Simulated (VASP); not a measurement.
A run of VASP 6.6.1 is set up as follows.

The input POSCAR:

```
GaAs
1.0
    0.0000000000      2.8330850957      2.8330850957
    2.8330850957      0.0000000000      2.8330850957
    2.8330850957      2.8330850957      0.0000000000
Ga As
1 1
Direct
    0.0000000000      0.0000000000      0.0000000000
    0.2500000000      0.2500000000      0.2500000000
```

INCAR.step1

```
PREC = Accurate
ENCUT = 520
ISMEAR = 0
SIGMA = 0.01
LREAL = False
LASPH = True
NELM = 80
NBANDS = 16
GGA = PE
ALGO = Normal
EDIFF = 1E-4
LWAVE = True
LCHARG = False
```

File INCAR.step2:

```
PREC = Accurate
ENCUT = 520
EDIFF = 1E-7
ISMEAR = 0
SIGMA = 0.01
LREAL = False
LASPH = True
NELM = 80
ALGO = Normal
ISIF = 2
LWAVE = False
LCHARG = False
METAGGA = R2SCAN
LMIXTAU = True
NBANDS = 16
ISTART = 1
```

The input KPOINTS:

```
Automatic mesh
0
Gamma
  4 4 4
```

Potentials or basis: VASP PAW PBE potentials, release 64 (Ga_d, As).

Command:

```bash
$ cat potpaw_PBE.64/Ga_d/POTCAR potpaw_PBE.64/As/POTCAR > POTCAR
$ cp INCAR.step1 INCAR
$ mpirun -np 1 vasp_std > vasp.out
$ cp INCAR.step2 INCAR
$ mpirun -np 1 vasp_std > vasp.out
```

**Question.** Estimate the band gap on the k mesh.

**Answer.** 0.94 eV, direct.

**Question.** Predict the pressure.

**Answer.** 0.4 GPa.

Caveat: the k points lie up to 0.48 Å⁻¹ apart; the PAW data sets were made with another functional, which shifts forces and pressure a little. A k mesh can miss the band edges.
